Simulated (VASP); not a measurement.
SnO2 (Cassiterite):

```
Sn O
1.0
     4.67397    0.00000    0.00000
     0.00000    4.67397    0.00000
     0.00000    0.00000    3.14343
Sn O
2 4
Direct
  0.50000 0.50000 0.50000
  0.00000 0.00000 0.00000
  0.80710 0.19290 0.50000
  0.69290 0.69290 0.00000
  0.19290 0.80710 0.50000
  0.30710 0.30710 0.00000
```

Program: VASP 6.6.1. Alike in all runs: task single point; potentials or basis VASP PAW PBE potentials, release 64 (Sn_d, O); no spin polarisation; cell as given; k mesh 6 × 6 × 8; cutoff (eV) 520.

Task: Order these runs on this cell by their pressure, lowest first.
A. level revPBE; smearing gaussian 0.05 eV
B. level BLYP+D3(BJ); smearing fermi-dirac 0.05 eV
C. level RPBE+D4; smearing fermi-dirac 0.05 eV

Result: C (17.9 GPa), B (21.6 GPa), A (25.6 GPa).

Caveats: the PAW data sets were made with another functional, which shifts forces and pressure a little.
